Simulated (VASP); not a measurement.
Set up this calculation in VASP 6.6.1, as the native input.

- Task: relaxation of shape and atoms at fixed volume
- Functional: revPBE
- Potentials or basis: VASP PAW PBE potentials, release 64 (Si, Mo_sv)
- Cutoff: 600 eV
- k mesh: 10 × 10 × 10
- Occupations: gaussian, width 0.05 eV
- Spin: no spin polarisation
- Dipole correction: no
- Further INCAR settings: ALGO = Normal; EDIFF = 1e-06; IBRION = 2; EDIFFG = -0.02; NSW = 60; ISIF = 4

The structure of Si2Mo lies in POSCAR:

```
Si2Mo
1.0
   -1.6018812136      1.6018812136      3.9212716889
    1.6018812136     -1.6018812136      3.9212716889
    1.6018812136      1.6018812136     -3.9212716889
Si Mo
2 1
Direct
    0.3351230337      0.3351230337      0.0000000000
    0.6648769663      0.6648769663      0.0000000000
    0.0000000000      0.0000000000      0.0000000000
```

These files were run (other wordings do the same):

INCAR

```
SYSTEM = Si2Mo
  PREC = Accurate
  ENCUT = 600
  EDIFF = 1E-6
  ISMEAR = 0
  SIGMA = 0.05
  LREAL = .False.
  LASPH = .True.
  NELM = 80
  ALGO = Normal
  ISIF = 4
  LWAVE = .False.
  LCHARG = .False.
  GGA = RE
  IBRION = 2
  NSW = 60
  EDIFFG = -0.02
```

KPOINTS

```
Automatic mesh
0
Gamma
  10 10 10
  0 0 0
```

Potentials or basis: VASP PAW PBE potentials, release 64 (Si, Mo_sv).

Launch:

```console
$ cat potpaw_PBE.64/Si/POTCAR potpaw_PBE.64/Mo_sv/POTCAR > POTCAR
$ mpirun -np 1 vasp_std > vasp.out
```

It gave:

| Property | Result |
| --- | --- |
| Energy gained by relaxing | 0.0 meV/atom |
| Ionic steps | 2 |
| Pressure after relaxing | 4.4 GPa |
| Band gap on the k mesh | zero (bands 11 and 12 overlap by 0.94 eV) |

Caveat: the PAW data sets were made with another functional, which shifts forces and pressure a little.

It took 89 s on 1 thread of Intel(R) Xeon(R) Platinum 8259CL CPU @ 2.50GHz (Skylake/Cascade Lake), on a shared host, peak memory 0.25 GiB.
